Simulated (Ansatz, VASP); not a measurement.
H3CCl in VASP and in Ansatz

```
C Cl H
1.0
     7.92004    0.00000    0.00000
     0.00000    7.92004    0.00000
     0.00000    0.00000    7.92004
C Cl H
6 6 18
Direct
  0.52798 0.94636 0.57691
  0.06081 0.52268 0.39144
  0.92100 0.23888 0.77127
  0.61658 0.77927 0.03480
  0.50586 0.26293 0.12533
  0.09628 0.00403 0.37898
  0.46467 0.75929 0.46686
  0.86026 0.61091 0.45146
  0.13377 0.28708 0.83783
  0.43439 0.69452 0.93076
  0.45558 0.33134 0.33600
  0.91198 0.08453 0.27281
  0.61930 0.90919 0.67326
  0.58500 0.03298 0.48611
  0.41649 0.00306 0.63533
  0.11433 0.60064 0.29078
  0.14373 0.52332 0.50176
  0.03874 0.39431 0.34579
  0.92303 0.11964 0.70131
  0.84225 0.22710 0.88496
  0.87664 0.34166 0.69026
  0.62929 0.91196 0.99839
  0.59810 0.76791 0.17115
  0.72766 0.70797 0.99393
  0.49508 0.37205 0.04093
  0.63558 0.21458 0.12722
  0.41621 0.16424 0.08894
  0.05449 0.91166 0.47339
  0.17704 0.94230 0.28509
  0.16224 0.11069 0.43780
```

Alike in both runs: functional PBE; dispersion D3(BJ); k mesh 1 × 1 × 1; occupations fermi-dirac, width 0.02 eV; no spin polarisation.

Ansatz relaxed the structure, and its values are those at the end. VASP's run is a single point on that final structure, the one shown.

|  | VASP | Ansatz |
| --- | --- | --- |
| version | VASP 6.6.1 | Ansatz 0.2.0 |
| potentials or method | VASP PAW PBE potentials, release 64 (C, Cl, H), cutoff 520 eV | scalar-relativistic, plane waves, PAW |
| valence electrons in the cell | 84 | 84 |

|  | VASP | Ansatz | Ansatz less VASP |
| --- | --- | --- | --- |
| rms of the force components (eV/Å) | 0.076 | 0.058 | -0.0182 |
